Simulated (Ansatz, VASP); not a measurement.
**One calculation of Ir, two programs**

The input INCAR:

```
SYSTEM = Ir
AGGAC = 1.0 ; AGGAX = 1.0
ALDAC = 0.0 ; ALDAX = 1.0
ALGO = Normal ; EDIFF = 1E-7
ENCUT = 520 ; GGA = B5
ISIF = 2 ; ISMEAR = -1
LASPH = .TRUE. ; LCHARG = .FALSE.
LREAL = .FALSE. ; LWAVE = .FALSE.
NBANDS = 16 ; NELM = 100
PREC = Accurate ; SIGMA = 0.1
```

File KPOINTS:

```
k-points
0
G
  11 11 11
  0 0 0
```

File POSCAR:

```
Ir
1.0
    0.0000000000      2.9376936961      2.9376936961
    2.9376936961      0.0000000000      2.9376936961
    2.9376936961      2.9376936961      0.0000000000
Ir
2
Direct
    0.1250000000      0.1250000000      0.1250000000
    0.8750000000      0.8750000000      0.8750000000
```

Input for Ansatz:

```yaml
crystal:
  lattice:
    - [0.0, 2.9376936961, 2.9376936961]
    - [2.9376936961, 0.0, 2.9376936961]
    - [2.9376936961, 2.9376936961, 0.0]
  atoms:
    - { symbol: Ir, position: [0.125, 0.125, 0.125] }
    - { symbol: Ir, position: [0.875, 0.875, 0.875] }
hamiltonian:
  xc: blyp
  pseudopotentials:
    kind: paw
    azcp:
      Ir: "pseudopotentials/Ir.paw.azcp"
basis:
  ecutwfc: 420
  fft_grid_basis: typed
kpoints:
  mp_grid: { grid: [11, 11, 11], shift: [0, 0, 0] }
magnetization:
  spin_polarized: false
scf:
  occupations: { method: fermi_dirac, width: 0.1 }
  lower_state_search: "off"
output:
  stress: true
```

Alike in both runs: task single point; functional BLYP; k mesh 11 × 11 × 11; occupations fermi-dirac, width 0.1 eV; no spin polarisation.

```csv
,VASP,Ansatz
version,VASP 6.6.1,Ansatz 0.2.0
potentials or method,"VASP PAW PBE potentials, release 64 (Ir), cutoff 520 eV","plane waves (420 eV) with PAW, scalar-relativistic"
valence electrons in the cell,18,34
```

Ansatz gave:

```
pressure (GPa) : -13.4
```

Question: What did VASP give for the same quantities?

Answer: Pressure (GPa): -12.7.

VASP's potentials were made for PBE, not for BLYP. VASP's potentials hold 18 valence electrons a cell and Ansatz's 34, so a difference there can come from the potentials and not from the codes.

Spin-orbit coupling is off throughout.
